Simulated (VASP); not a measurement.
# WS2 in VASP: single point with PBE+D3(BJ)

Aim: the single point of WS2 with PBE+D3(BJ).

Everything below comes from runs of VASP 6.6.1. Logs are shortened: lines on timing, memory, paths and dates and some standing lists are left out, and cuts for length are marked.

### 1 The cell of the first run

The cell holds a slab with vacuum, 6 atoms: a = 3.160 Å, b = 3.160 Å, c = 23.804 Å, α = 90.00°, β = 90.00°, γ = 120.00°.

### 2 Single point, PBE+D3(BJ) (layers slid over each other)

File INCAR:

```
SYSTEM = WS2
PREC = Accurate
ENCUT = 520
EDIFF = 1E-7
ISMEAR = 0
SIGMA = 0.05
LREAL = .FALSE.
LASPH = .TRUE.
NELM = 100
ALGO = Normal
ISIF = 2
LWAVE = .FALSE.
LCHARG = .FALSE.
LDIPOL = .TRUE.
IDIPOL = 3
DIPOL = 0.5 0.5 0.398
GGA = PE
IVDW = 12
NBANDS = 35
```

File KPOINTS:

```
Automatic mesh
0
G
  9 9 1
  0 0 0
```

File POSCAR:

```
WS2
1.0
    3.1595456749      0.0000000000      0.0000000000
   -1.5797728375      2.7362468188      0.0000000000
    0.0000000000      0.0000000000     23.8042574588
S W
4 2
Direct
    0.3333333333      0.6666666667      0.1890418135
    0.3333333333      0.6666666667      0.3214605094
    0.5000000000      1.3333333333      0.4743743319
    0.5000000000      1.3333333333      0.6067930278
    0.6666666667      0.3333333333      0.2552511583
    0.8333333333      1.0000000000      0.5405836767
```

Potentials or basis: VASP PAW PBE potentials, release 64 (S, W_sv).

Launch:

```bash
$ cat potpaw_PBE.64/S/POTCAR potpaw_PBE.64/W_sv/POTCAR > POTCAR
$ mpirun -np 1 vasp_std > vasp.out
```

OUTCAR:

```text
SYSTEM = WS2
   PREC = Accurate
   ENCUT = 520
   EDIFF = 1E-7
   ISMEAR = 0
   LREAL = .FALSE.
   LASPH = .TRUE.
   NELM = 100
   ISIF = 2
   GGA = PE
   IVDW = 12
 IVDW          = 12

 ion  position               nearest neighbor table
   1  0.333  0.667  0.189-   5 2.41   5 2.41   5 2.41
   2  0.333  0.667  0.321-   5 2.41   5 2.41   5 2.41
   3  0.500  0.333  0.474-   6 2.41   6 2.41   6 2.41
   4  0.500  0.333  0.607-   6 2.41   6 2.41   6 2.41
   5  0.667  0.333  0.255-   1 2.41   1 2.41   1 2.41   2 2.41   2 2.41   2 2.41
   6  0.833  0.000  0.541-   3 2.41   3 2.41   3 2.41   4 2.41   4 2.41   4 2.41

  LATTYP: Found a hexagonal cell.
 ALAT       =     3.1595456749
 C/A-ratio  =     7.5340760692

  Lattice vectors:

 A1 = (   3.1595456749,   0.0000000000,   0.0000000000)
 A2 = (  -1.5797728375,   2.7362468188,   0.0000000000)
 A3 = (   0.0000000000,   0.0000000000,  23.8042574588)

Analysis of symmetry for initial positions (statically):
=====================================================================
 Subroutine PRICEL returns:
 Original cell was already a primitive cell.

 Routine SETGRP: Setting up the symmetry group for a
 hexagonal supercell.

 Subroutine GETGRP returns: Found  1 space group operations
 (whereof  1 operations were pure point group operations)
 out of a pool of 24 trial point group operations.

The static configuration has the point symmetry C_1 .

Analysis of symmetry for dynamics (positions and initial velocities):
=====================================================================
 Subroutine PRICEL returns:
 Original cell was already a primitive cell.

 Routine SETGRP: Setting up the symmetry group for a
 hexagonal supercell.

 Subroutine GETGRP returns: Found  1 space group operations
 (whereof  1 operations were pure point group operations)
 out of a pool of 24 trial point group operations.

The dynamic configuration has the point symmetry C_1 .

 Subroutine INISYM returns: Found  1 space group operations
 (whereof  1 operations are pure point group operations),
 and found     1 'primitive' translations

----------------------------------------------------------------------------------------

                                     Primitive cell

  volume of cell :     205.7949

  direct lattice vectors                    reciprocal lattice vectors
     3.159545675  0.000000000  0.000000000     0.316501201  0.182732053  0.000000000
    -1.579772837  2.736246819  0.000000000     0.000000000  0.365464107  0.000000000
     0.000000000  0.000000000 23.804257459     0.000000000  0.000000000  0.042009292

  length of vectors
     3.159545675  3.159545675 23.804257459     0.365464107  0.365464107  0.042009292

  position of ions in fractional coordinates (direct lattice)
     0.333333333  0.666666667  0.189041813
     0.333333333  0.666666667  0.321460509
     0.500000000  0.333333333  0.474374332
     0.500000000  0.333333333  0.606793028
     0.666666667  0.333333333  0.255251158
     0.833333333  0.000000000  0.540583677

  ion indices of the primitive-cell ions
   primitive index   ion index
                 1           1
                 2           2
                 3           3
                 4           4
                 5           5
                 6           6

----------------------------------------------------------------------------------------

 KPOINTS: Automatic mesh

Automatic generation of k-mesh.
 Grid dimensions read from file:
 generate k-points for:    9    9    1

 Generating k-lattice:

  Cartesian coordinates                     Fractional coordinates (reciprocal lattice)
     0.035166800  0.020303561  0.000000000     0.111111111  0.000000000  0.000000000
     0.000000000  0.040607123  0.000000000     0.000000000  0.111111111  0.000000000
     0.000000000  0.000000000  0.042009292     0.000000000  0.000000000  1.000000000

  Length of vectors
     0.040607123  0.040607123  0.042009292

  Shift w.r.t. Gamma in fractional coordinates (k-lattice)
     0.000000000  0.000000000  0.000000000

 Subroutine IBZKPT returns following result:
 ===========================================

 Found     41 irreducible k-points:

 Following reciprocal coordinates:
            Coordinates               Weight
  0.000000  0.000000  0.000000      1.000000
  0.111111  0.000000  0.000000      2.000000
  0.000000  0.111111  0.000000      2.000000
 -0.111111  0.111111  0.000000      2.000000
  0.222222  0.000000  0.000000      2.000000
  0.000000  0.222222  0.000000      2.000000
[... 16 lines left out ...]
  0.333333  0.111111  0.000000      2.000000
 -0.111111  0.444444  0.000000      2.000000
 [... further k-points ...]
   k-points           NKPTS =     41   k-points in BZ     NKDIM =     41   number of bands    NBANDS=     35
   number of dos      NEDOS =    301   number of ions     NIONS =      6
   total plane-waves  NPLWV = 103680
   dimension x,y,z NGX =    24 NGY =   24 NGZ =  180
   dimension x,y,z NGXF=    48 NGYF=   48 NGZF=  360
   ions per type =               4   2
   NGX,Y,Z   is equivalent  to a cutoff of  12.63, 12.63, 12.57 a.u.
   NGXF,Y,Z  is equivalent  to a cutoff of  25.26, 25.26, 25.14 a.u.
 SYSTEM =  WS2
   PREC   = accura    normal or accurate (medium, high low for compatibility)
   ISTART =      0    job   : 0-new  1-cont  2-samecut
   ICHARG =      2    charge: 1-file 2-atom 10-const
   ISPIN  =      1    spin polarized calculation?
   LNONCOLLINEAR =      F non collinear calculations
   LSORBIT =      F    spin-orbit coupling
   LASPH  =      T    aspherical Exc in radial PAW
   ENCUT  =  520.0 eV  38.22 Ry    6.18 a.u.   5.87  5.87 44.26*2*pi/ulx,y,z
   NELM   =    100;   NELMIN=  2; NELMDL= -5     # of ELM steps
   EDIFF  = 0.1E-06   stopping-criterion for ELM
   LREAL  =      F    real-space projection
   EDIFFG = 0.1E-05   stopping-criterion for IOM
   NSW    =      0    number of steps for IOM
   IBRION =     -1    ionic relax: 0-MD 1-quasi-New 2-CG
   NFREE  =      0    steps in history (QN), initial steepest desc. (CG)
   ISIF   =      2    stress and relaxation
   ISYM   =      2    0-nonsym 1-usesym 2-fastsym
   POTIM  = 0.5000    time-step for ionic-motion
   TEBEG  =    0.0;   TEEND  =   0.0 temperature during run
   PSTRESS=    0.0 pullay stress
   NELECT =      52.0000    total number of electrons
   NUPDOWN=      -1.0000    fix difference up-down
   EMIN   =  10.00;   EMAX   =-10.00  energy-range for DOS
   EFERMI =   0.00;   METHOD = LEGACY
   ISMEAR =     0;   SIGMA  =   0.05  broadening in eV -4-tet -1-fermi 0-gaus
   EFERMI_NEDOS =   21; number of points for ismear=-14 and -15
   IALGO  =     38    algorithm
   IMIX   =      4    mixing-type and parameters
     AMIX     =   0.40;   BMIX     =  1.00
     AMIX_MAG =   1.60;   BMIX_MAG =  1.00
  volume/ion in A,a.u.               =      34.30       231.46
  Fermi-wavevector in a.u.,A,eV,Ry     =   1.034978  1.955825 14.574280  1.071179
  Thomas-Fermi vector in A             =   2.169299
   LORBIT       =      0    0 simple, 1 ext, 2 COOP (PROOUT), +10 PAW based schemes
   GGA     = PE    functional components
   LHFCALC =     F    Hartree Fock is set to
   AEXX    =    0.0000 exact exchange contribution
   IVDW    =    12    specifies the selected vdW correction
   LEPSILON=     F    determine dielectric tensor
   LRPA    =     F    only Hartree local field effects (RPA)
 non-spin polarized calculation
 Gauss-broadening in eV      SIGMA  =   0.05
  energy-cutoff  :      520.00
  volume of cell :      205.79
 maximum number of plane-waves:      5566
   NGX = 11   NGY = 11   NGZ = 89

 dipolmoment           0.000000      0.000000     -0.000001 electrons x Angstroem

 number of electron      51.9999994 magnetization

 dipolmoment           0.000000      0.000000      0.000447 electrons x Angstroem

 Free energy of the ion-electron system (eV)
  ---------------------------------------------------
  ext. energy  EPLUGINS =         0.00000000
  ---------------------------------------------------
  free energy    TOTEN  =       -47.32878521 eV

  energy without entropy =      -47.32878521  energy(sigma->0) =      -47.32878521

 E-fermi :   1.1423     XC(G=0):  -6.1841

 val. band max:        0.9189741733   @ k =   0.0000   0.0000   0.0000
 cond. band min:       2.7309259791   @ k =   0.3333   0.3333   0.0000
 fundamental gap:      1.8119518058
 Fermi energy:         1.1423434181

 k-point     1 :       0.0000    0.0000    0.0000
  band No.  band energies     occupation
      1     -73.1993      2.00000
      2     -73.1903      2.00000
      3     -37.4512      2.00000
      4     -37.4420      2.00000
      5     -37.2768      2.00000
      6     -37.2767      2.00000
[... 27 lines left out ...]
     34       3.8937      0.00000
     35       5.8550      0.00000

 k-point     2 :       0.1111    0.0000    0.0000
  band No.  band energies     occupation
      1     -73.1971      2.00000
      2     -73.1881      2.00000
      3     -37.4435      2.00000
      4     -37.4344      2.00000
      5     -37.3194      2.00000
      6     -37.3105      2.00000
[... 27 lines left out ...]
     34       4.1229      0.00000
     35       6.2192      0.00000

 k-point     3 :       0.0000    0.1111    0.0000
  band No.  band energies     occupation
      1     -73.1971      2.00000
      2     -73.1881      2.00000
      3     -37.4435      2.00000
      4     -37.4344      2.00000
      5     -37.3195      2.00000
      6     -37.3105      2.00000
[... 27 lines left out ...]
     34       4.1167      0.00000
     35       6.2194      0.00000

 k-point     4 :      -0.1111    0.1111    0.0000
  band No.  band energies     occupation
      1     -73.1971      2.00000
      2     -73.1881      2.00000
      3     -37.4435      2.00000
      4     -37.4344      2.00000
      5     -37.3196      2.00000
      6     -37.3105      2.00000
[... 27 lines left out ...]
     34       4.1169      0.00000
     35       6.2196      0.00000

 k-point     5 :       0.2222    0.0000    0.0000
  band No.  band energies     occupation
      1     -73.1917      2.00000
      2     -73.1826      2.00000
      3     -37.4263      2.00000
      4     -37.4239      2.00000
      5     -37.4174      2.00000
      6     -37.4148      2.00000
[... 638 lines left out ...]
 k-point    22 :       0.3333   -0.1111    0.0000
  band No.  band energies     occupation
      1     -73.1875      2.00000
      2     -73.1784      2.00000
      3     -37.4947      2.00000
      4     -37.4857      2.00000
      5     -37.4089      2.00000
      6     -37.3998      2.00000
[... 27 lines left out ...]
     34       5.3994      0.00000
     35       7.5923      0.00000

 k-point    23 :       0.3333    0.1111    0.0000
  band No.  band energies     occupation
      1     -73.1823      2.00000
      2     -73.1733      2.00000
      3     -37.5843      2.00000
      4     -37.5754      2.00000
      5     -37.3904      2.00000
      6     -37.3813      2.00000
[... 27 lines left out ...]
     34       5.5660      0.00000
     35       7.0792      0.00000

 k-point    24 :      -0.1111    0.4444    0.0000
  band No.  band energies     occupation
      1     -73.1823      2.00000
      2     -73.1733      2.00000
      3     -37.5844      2.00000
      4     -37.5754      2.00000
      5     -37.3904      2.00000
      6     -37.3813      2.00000
[... 27 lines left out ...]
     34       5.5524      0.00000
     35       7.1170      0.00000

 [... further k-points ...]

------------------------ aborting loop because EDIFF is reached ----------------------------------------

 vacuum level on the upper side and lower side of the slab       (xc-potential included)        -0.093        -0.102

 Edisp (eV)   -2.08242

 E8    (eV) :    -0.9048

  FORCE on cell =-STRESS in cart. coord.  units (eV):
  Direction    XX          YY          ZZ          XY          YZ          ZX
  --------------------------------------------------------------------------------------
  -------------------------------------------------------------------------------------
  Total      -0.21079    -0.20549    -0.67349    -0.01577    -0.02327     0.03955
  in kB      -1.64110    -1.59979    -5.24329    -0.12280    -0.18113     0.30791
  external pressure =       -2.83 kB  Pullay stress =        0.00 kB

 VOLUME and BASIS-vectors are now :
 -----------------------------------------------------------------------------
  energy-cutoff  :      520.00
  volume of cell :      205.79
      direct lattice vectors                 reciprocal lattice vectors
     3.159545675  0.000000000  0.000000000     0.316501201  0.182732053  0.000000000
    -1.579772837  2.736246819  0.000000000     0.000000000  0.365464107  0.000000000
     0.000000000  0.000000000 23.804257459     0.000000000  0.000000000  0.042009292

 POSITION                                       TOTAL-FORCE (eV/Angst)
 -----------------------------------------------------------------------------------
     -0.00000      1.82416      4.50000         0.000557      0.000044      0.004604
     -0.00000      1.82416      7.65213        -0.008371      0.004426      0.069251
      1.05318      0.91208     11.29213         0.007071     -0.004727     -0.068029
      1.05318      0.91208     14.44426         0.000361      0.000131     -0.004102
      1.57977      0.91208      6.07606        -0.001586      0.001078      0.043210
      2.63295      0.00000     12.86819         0.001968     -0.000952     -0.044934
 -----------------------------------------------------------------------------------
    total drift:                               -0.000037     -0.000004      0.000112

  FREE ENERGIE OF THE ION-ELECTRON SYSTEM (eV)
  ---------------------------------------------------
  free  energy   TOTEN  =       -49.4112012939 eV

  energy  without entropy=      -49.4112012939  energy(sigma->0) =      -49.41120129

 vacuum level on the upper side and lower side of the slab         6.394         6.385
```

Wall time 6.8 min (1 thread of AMD EPYC 7R13 (Zen 3), shared host); peak memory 0.43 GiB.

What came out:

| Property | Result |
| --- | --- |
| Free energy | -49.4112 eV |
| Largest force | 0.070 eV/Å |
| Band gap on the k mesh | 1.81 eV (least direct gap 1.91 eV) |
| Dispersion energy per atom | -0.347 eV |

Forces on the atoms (eV/Å):
```
S    0.001  0.000  0.005
S   -0.008  0.004  0.069
S    0.007 -0.005 -0.068
S    0.000  0.000 -0.004
W   -0.002  0.001  0.043
W    0.002 -0.001 -0.045
```

Caveat: the cell differs from its parent crystal (layers slid over each other); spin-orbit coupling is left out, which moves the levels of the heavy elements.
